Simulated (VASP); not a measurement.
# SrY2Bi2 (P1) in VASP: relaxation of cell and atoms with PBEsol

Aim: the relaxation of cell and atoms of SrY2Bi2 with PBEsol.

All numbers are computed with VASP 6.6.1; they aren't measurements. Logs are shortened: lines on timing, memory, paths and dates and some standing lists are left out, and cuts for length are marked.

## Step 1: The cell of the first run

The typed cell holds 5 atoms: a = 4.857 Å, b = 4.834 Å, c = 7.974 Å, α = 90.86°, β = 90.35°, γ = 60.10°.

## Step 2: Relaxation of cell and atoms, PBEsol

Input file INCAR:

```
SYSTEM = SrY2Bi2
ALGO     = Normal         ! electronic algorithm
EDIFF    = 1E-7           ! SCF threshold, eV
EDIFFG   = -0.01          ! ionic threshold
ENCUT    = 600            ! plane-wave cutoff, eV
GGA      = PS             ! functional
IBRION   = 2              ! ionic algorithm
ISIF     = 3              ! what is computed and relaxed
ISMEAR   = -1             ! smearing method
LASPH    = .TRUE.         ! aspherical terms in the spheres
LCHARG   = .FALSE.        ! write CHGCAR
LREAL    = .FALSE.        ! projectors in reciprocal space
LWAVE    = .FALSE.        ! write WAVECAR
NELM     = 100            ! most SCF steps
NSW      = 100            ! ionic steps
PREC     = Accurate       ! precision mode
SIGMA    = 0.1            ! smearing width, eV
```

Input file KPOINTS:

```
Automatic mesh
0
Gamma
  4 4 3
  0.5 0.5 0.5
```

Input file POSCAR:

```
SrY2Bi2
1.0
    2.4375738700      4.2005823500     -0.0149707800
   -2.4150359200      4.1875702700     -0.0359703200
    0.0348819300     -0.0488535400      7.9735721200
Sr Y Bi
1 2 2
Direct
    0.0159360000      0.9558750000      0.0217800000
    0.3870510000      0.2350270000      0.6107120000
    0.7074040000      0.6273090000      0.3671480000
    0.2582260000      0.3611020000      0.2056690000
    0.6519560000      0.6332260000      0.6840270000
```

Potentials or basis: VASP PAW PBE potentials, release 64 (Sr_sv, Y_sv, Bi_d).

Launch:

```
$ cat potpaw_PBE.64/Sr_sv/POTCAR potpaw_PBE.64/Y_sv/POTCAR potpaw_PBE.64/Bi_d/POTCAR > POTCAR
$ mpirun -np 1 vasp_std > vasp.out
```

OUTCAR:

```text
SYSTEM = SrY2Bi2
   EDIFF = 1E-7
   EDIFFG = -0.01
   ENCUT = 600
   GGA = PS
   IBRION = 2
   ISIF = 3
   ISMEAR = -1
   LASPH = .TRUE.
   LREAL = .FALSE.
   NELM = 100
   NSW = 100
   PREC = Accurate

 ion  position               nearest neighbor table
   1  0.016  0.956  0.022-   4 2.92   4 3.09   4 3.51   5 3.79   3 3.86   3 3.91   5 3.92   5 3.94
                             3 4.01   2 4.22   2 4.29   2 4.43
   2  0.387  0.235  0.611-   5 2.60   5 2.85   5 3.15   3 3.18   4 3.29   3 3.47   3 3.59   1 4.22
                             1 4.29   1 4.43
   3  0.707  0.627  0.367-   5 2.54   4 2.65   2 3.18   4 3.28   4 3.37   2 3.47   2 3.59   1 3.86
                             1 3.91   1 4.01
   4  0.258  0.361  0.206-   3 2.65   1 2.92   1 3.09   3 3.28   2 3.29   3 3.37   1 3.51
   5  0.652  0.633  0.684-   3 2.54   2 2.60   2 2.85   2 3.15   1 3.79   1 3.92   1 3.94

  LATTYP: Found a triclinic cell.
 ALAT       =     4.8341945684
 B/A-ratio  =     1.0046415747
 C/A-ratio  =     1.6494574151
 COS(alpha) =     0.0061859683
 COS(beta)  =     0.0149332583
 COS(gamma) =     0.4985088007

  Lattice vectors:

 A1 = (  -2.4150359200,   4.1875702700,  -0.0359703200)
 A2 = (   2.4375738700,   4.2005823500,  -0.0149707800)
 A3 = (  -0.0348819300,   0.0488535400,  -7.9735721200)

Analysis of symmetry for initial positions (statically):
=====================================================================
 Subroutine PRICEL returns:
 Original cell was already a primitive cell.

 Routine SETGRP: Setting up the symmetry group for a
 triclinic supercell.

 Subroutine GETGRP returns: Found  1 space group operations
 (whereof  1 operations were pure point group operations)
 out of a pool of  2 trial point group operations.

The static configuration has the point symmetry C_1 .

Analysis of symmetry for dynamics (positions and initial velocities):
=====================================================================
 Subroutine PRICEL returns:
 Original cell was already a primitive cell.

 Routine SETGRP: Setting up the symmetry group for a
 triclinic supercell.

 Subroutine GETGRP returns: Found  1 space group operations
 (whereof  1 operations were pure point group operations)
 out of a pool of  2 trial point group operations.

The dynamic configuration has the point symmetry C_1 .

 Subroutine INISYM returns: Found  1 space group operations
 (whereof  1 operations are pure point group operations),
 and found     1 'primitive' translations

----------------------------------------------------------------------------------------

                                     Primitive cell

  volume of cell :     162.2696

  direct lattice vectors                    reciprocal lattice vectors
     2.437573870  4.200582350 -0.014970780     0.205757240  0.118661865 -0.000173091
    -2.415035920  4.187570270 -0.035970320    -0.206402947  0.119780281  0.001636835
     0.034881930 -0.048853540  7.973572120    -0.000544804  0.000763146  0.125421363

  length of vectors
     4.856632843  4.834194568  7.973798077     0.237522020  0.238646541  0.125424868

  position of ions in fractional coordinates (direct lattice)
     0.015936000  0.955875000  0.021780000
     0.387051000  0.235027000  0.610712000
     0.707404000  0.627309000  0.367148000
     0.258226000  0.361102000  0.205669000
     0.651956000  0.633226000  0.684027000

  ion indices of the primitive-cell ions
   primitive index   ion index
                 1           1
                 2           2
                 3           3
                 4           4
                 5           5

----------------------------------------------------------------------------------------

 KPOINTS: Automatic mesh

Automatic generation of k-mesh.
 Grid dimensions read from file:
 generate k-points for:    4    4    3

 Generating k-lattice:

  Cartesian coordinates                     Fractional coordinates (reciprocal lattice)
     0.051439310  0.029665466 -0.000043273     0.250000000  0.000000000 -0.000000000
    -0.051600737  0.029945070  0.000409209     0.000000000  0.250000000  0.000000000
    -0.000181601  0.000254382  0.041807121     0.000000000  0.000000000  0.333333333

  Length of vectors
     0.059380505  0.059661635  0.041808289

  Shift w.r.t. Gamma in fractional coordinates (k-lattice)
     0.500000000  0.500000000  0.500000000

 Subroutine IBZKPT returns following result:
 ===========================================

 Found     24 irreducible k-points:

 Following reciprocal coordinates:
            Coordinates               Weight
  0.125000  0.125000  0.166667      2.000000
  0.375000  0.125000  0.166667      2.000000
 -0.375000  0.125000  0.166667      2.000000
 -0.125000  0.125000  0.166667      2.000000
  0.125000  0.375000  0.166667      2.000000
  0.375000  0.375000  0.166667      2.000000
[... 16 lines left out ...]
 -0.375000  0.375000  0.500000      2.000000
 -0.125000  0.375000  0.500000      2.000000
   k-points           NKPTS =     24   k-points in BZ     NKDIM =     24   number of bands    NBANDS=     37
   number of dos      NEDOS =    301   number of ions     NIONS =      5
   total plane-waves  NPLWV = 102400
   dimension x,y,z NGX =    40 NGY =   40 NGZ =   64
   dimension x,y,z NGXF=    80 NGYF=   80 NGZF=  128
   ions per type =               1   2   2
   NGX,Y,Z   is equivalent  to a cutoff of  13.69, 13.76, 13.34 a.u.
   NGXF,Y,Z  is equivalent  to a cutoff of  27.38, 27.51, 26.69 a.u.
 SYSTEM =  SrY2Bi2
   PREC   = accura    normal or accurate (medium, high low for compatibility)
   ISTART =      0    job   : 0-new  1-cont  2-samecut
   ICHARG =      2    charge: 1-file 2-atom 10-const
   ISPIN  =      1    spin polarized calculation?
   LNONCOLLINEAR =      F non collinear calculations
   LSORBIT =      F    spin-orbit coupling
   LASPH  =      T    aspherical Exc in radial PAW
   ENCUT  =  600.0 eV  44.10 Ry    6.64 a.u.   9.70  9.66 15.93*2*pi/ulx,y,z
   NELM   =    100;   NELMIN=  2; NELMDL= -5     # of ELM steps
   EDIFF  = 0.1E-06   stopping-criterion for ELM
   LREAL  =      F    real-space projection
   EDIFFG = -.1E-01   stopping-criterion for IOM
   NSW    =    100    number of steps for IOM
   IBRION =      2    ionic relax: 0-MD 1-quasi-New 2-CG
   NFREE  =      1    steps in history (QN), initial steepest desc. (CG)
   ISIF   =      3    stress and relaxation
   ISYM   =      2    0-nonsym 1-usesym 2-fastsym
   POTIM  = 0.5000    time-step for ionic-motion
   TEBEG  =    0.0;   TEEND  =   0.0 temperature during run
   PSTRESS=    0.0 pullay stress
   NELECT =      62.0000    total number of electrons
   NUPDOWN=      -1.0000    fix difference up-down
   EMIN   =  10.00;   EMAX   =-10.00  energy-range for DOS
   EFERMI =   0.00;   METHOD = LEGACY
   ISMEAR =    -1;   SIGMA  =   0.10  broadening in eV -4-tet -1-fermi 0-gaus
   EFERMI_NEDOS =   21; number of points for ismear=-14 and -15
   IALGO  =     38    algorithm
   IMIX   =      4    mixing-type and parameters
     AMIX     =   0.40;   BMIX     =  1.00
     AMIX_MAG =   1.60;   BMIX_MAG =  1.00
  volume/ion in A,a.u.               =      32.45       219.01
  Fermi-wavevector in a.u.,A,eV,Ry     =   1.187936  2.244874 19.200432  1.411192
  Thomas-Fermi vector in A             =   2.324076
   LORBIT       =      0    0 simple, 1 ext, 2 COOP (PROOUT), +10 PAW based schemes
   GGA     = PS    functional components
   LHFCALC =     F    Hartree Fock is set to
   AEXX    =    0.0000 exact exchange contribution
   IVDW    =     0    specifies the selected vdW correction
   LEPSILON=     F    determine dielectric tensor
   LRPA    =     F    only Hartree local field effects (RPA)
 conjugate gradient relaxation of ions
 non-spin polarized calculation
  energy-cutoff  :      600.00
  volume of cell :      162.27
 maximum number of plane-waves:      5439
   NGX = 19   NGY = 19   NGZ = 31

--------------------------------------- Ionic step        1  -------------------------------------------

 number of electron      62.0000000 magnetization

 Free energy of the ion-electron system (eV)
  ---------------------------------------------------
  ext. energy  EPLUGINS =         0.00000000
  ---------------------------------------------------
  free energy    TOTEN  =       -24.01757880 eV

  energy without entropy =      -23.84345700  energy(sigma->0) =      -23.93051790

------------------------ aborting loop because EDIFF is reached ----------------------------------------

  FORCE on cell =-STRESS in cart. coord.  units (eV):
  Direction    XX          YY          ZZ          XY          YZ          ZX
  --------------------------------------------------------------------------------------
  -------------------------------------------------------------------------------------
  Total       12.7336199      9.2557961     17.9392814     -3.8154785     -3.2638777     -1.1322884
  in kB      125.7260912     91.3876081    177.1244739    -37.6723349    -32.2260746    -11.1797116
  external PRESSURE =     131.4127244 kB  Pullay stress =       0.0000000 kB
[... 98 lines left out ...]
  FREE ENERGIE OF THE ION-ELECTRON SYSTEM (eV)
  ---------------------------------------------------
  free  energy   TOTEN  =       -26.6341607918 eV

  energy  without entropy=      -26.4338063769  energy(sigma->0) =      -26.53398358

 E-fermi :   4.5181     XC(G=0):  -9.3358

 val. band max:        4.5094809071   @ k =  -0.3750  -0.3750   0.1667
 cond. band min:       4.5311076108   @ k =   0.1250  -0.1250   0.1667
 fundamental gap:      0.0216267037
 Fermi energy:         4.5181394275

 k-point     1 :       0.1250    0.1250    0.1667
  band No.  band energies     occupation
      1     -38.7310      2.00000
      2     -38.6932      2.00000
      3     -31.4405      2.00000
      4     -18.9043      2.00000
      5     -18.8788      2.00000
      6     -18.8688      2.00000
[... 949 lines left out ...]
     36       6.5696      0.00000
     37       6.7899      0.00000

[... ionic steps 4 to 26 ...]

--------------------------------------- Ionic step       27  -------------------------------------------

 number of electron      61.9999998 magnetization

------------------------ aborting loop because EDIFF is reached ----------------------------------------

  FORCE on cell =-STRESS in cart. coord.  units (eV):
  Direction    XX          YY          ZZ          XY          YZ          ZX
  --------------------------------------------------------------------------------------
  -------------------------------------------------------------------------------------
  Total       -0.0085655     -0.0096202     -0.0190066      0.0098196     -0.0042851     -0.0090139
  in kB       -0.0789066     -0.0886229     -0.1750924      0.0904598     -0.0394754     -0.0830372
  external PRESSURE =      -0.1142073 kB  Pullay stress =       0.0000000 kB
[... 63 lines left out ...]
  energy  without entropy=      -27.3396035598  energy(sigma->0) =      -27.41911662

--------------------------------------- Ionic step       29  -------------------------------------------

 number of electron      61.9999999 magnetization

 Free energy of the ion-electron system (eV)
  ---------------------------------------------------
  ext. energy  EPLUGINS =         0.00000000
  ---------------------------------------------------
  free energy    TOTEN  =       -27.49873049 eV

  energy without entropy =      -27.33951171  energy(sigma->0) =      -27.41912110

 E-fermi :   4.4752     XC(G=0):  -9.3036

 val. band max:        4.2895683248   @ k =  -0.3750  -0.1250   0.1667
 cond. band min:       4.4765738325   @ k =  -0.3750  -0.3750   0.1667
 fundamental gap:      0.1870055077
 Fermi energy:         4.4751804099

 k-point     1 :       0.1250    0.1250    0.1667
  band No.  band energies     occupation
      1     -38.7956      2.00000
      2     -38.7593      2.00000
      3     -31.5136      2.00000
      4     -18.9486      2.00000
      5     -18.9477      2.00000
      6     -18.9299      2.00000
[... 981 lines left out ...]
  FREE ENERGIE OF THE ION-ELECTRON SYSTEM (eV)
  ---------------------------------------------------
  free  energy   TOTEN  =       -27.4987304904 eV

  energy  without entropy=      -27.3395117138  energy(sigma->0) =      -27.41912110

 reached required accuracy - stopping structural energy minimisation
```

Wall time 41 min (1 thread of AMD EPYC 9R45 (Zen 5), shared host); peak memory 0.44 GiB.

Results:

- Free energy: -27.4987 eV
- Relaxed volume: 34.79 Å³/atom
- Relaxed cell: a = 4.861 Å, b = 4.867 Å, c = 8.482 Å, α = 89.83°, β = 89.84°, γ = 60.08°
- Space group after relaxing (to 0.1 Å): P-3m1 (No. 164)
- Energy gained by relaxing: 696.2 meV/atom
- Ionic steps: 29
- Pressure after relaxing: 0.0 GPa
- Largest force after relaxing: 0.008 eV/Å
- Band gap on the k mesh: zero (bands 31 and 32 overlap by 0.24 eV)

Forces on the atoms (eV/Å):
```
Sr   0.001  0.000  0.004
Y   -0.004  0.003  0.001
Y   -0.004  0.000  0.001
Bi   0.005  0.001  0.001
Bi   0.002 -0.003 -0.007
```

Step by step:
| step | energy change (eV) | largest force (eV/Å) | pressure (GPa) | volume (Å³) |
| --- | --- | --- | --- | --- |
| 1 | 0.0000 | 7.4813 | 13.14 | 162.27 |
| 2 | -1.7257 | 0.8106 | -5.87 | 232.37 |
| 3 | -2.6166 | 1.4731 | -2.22 | 198.05 |
| 4 | -2.6190 | 1.5165 | -2.02 | 197.02 |
| 5 | -2.6191 | 1.5606 | -1.82 | 196.01 |
| 6 | -2.9834 | 1.1134 | -1.11 | 187.45 |
| 7 | -3.2292 | 0.9438 | 1.77 | 172.03 |
| 8 | -3.2374 | 0.9061 | 1.15 | 174.46 |
| 9 | -3.3471 | 0.5944 | -0.34 | 178.30 |
| 10 | -3.3561 | 0.5241 | -0.83 | 179.83 |
| 11 | -3.4192 | 0.3837 | -0.09 | 175.57 |
| 12 | -3.4355 | 0.3892 | 0.63 | 172.12 |
| 13 | -3.4623 | 0.2061 | -0.23 | 174.65 |
| 14 | -3.4623 | 0.2052 | -0.23 | 174.63 |
| 15 | -3.4707 | 0.1225 | 0.13 | 173.19 |
| 16 | -3.4713 | 0.1345 | 0.27 | 172.65 |
| 17 | -3.4746 | 0.1093 | -0.13 | 174.18 |
| 18 | -3.4746 | 0.1099 | -0.11 | 174.09 |
| 19 | -3.4766 | 0.0726 | 0.00 | 173.71 |
| 20 | -3.4773 | 0.0776 | 0.12 | 173.34 |
| 21 | -3.4787 | 0.0704 | -0.01 | 173.88 |
| 22 | -3.4790 | 0.0827 | -0.10 | 174.25 |
| 23 | -3.4801 | 0.0538 | 0.02 | 173.83 |
| 24 | -3.4802 | 0.0456 | 0.07 | 173.64 |
| 25 | -3.4806 | 0.0376 | -0.05 | 174.09 |
| 26 | -3.4806 | 0.0373 | -0.05 | 174.11 |
| 27 | -3.4809 | 0.0237 | -0.01 | 173.92 |
| 28 | -3.4811 | 0.0218 | 0.03 | 173.76 |
| 29 | -3.4812 | 0.0084 | -0.03 | 173.94 |

Final structure:
```yaml
crystal:
  lattice:
    - [2.43288, 4.20871, 0.00348]
    - [-2.43717, 4.21335, 0.00630]
    - [0.00257, 0.01811, 8.48157]
  atoms:
    - { symbol: Sr, position: [0.00402, 0.96261, 0.97774] }
    - { symbol: Y, position: [0.33889, 0.29613, 0.60450] }
    - { symbol: Y, position: [0.66952, 0.62863, 0.35122] }
    - { symbol: Bi, position: [0.33682, 0.29570, 0.20890] }
    - { symbol: Bi, position: [0.67132, 0.62946, 0.74697] }
```

Caveat: the k points lie up to 0.37 Å⁻¹ apart in the final cell; the PAW data sets were made with another functional, which shifts forces and pressure a little; spin-orbit coupling is left out, which moves the levels of the heavy elements.

The gap in the log of VASP goes by the Fermi energy; the results here count the filled bands.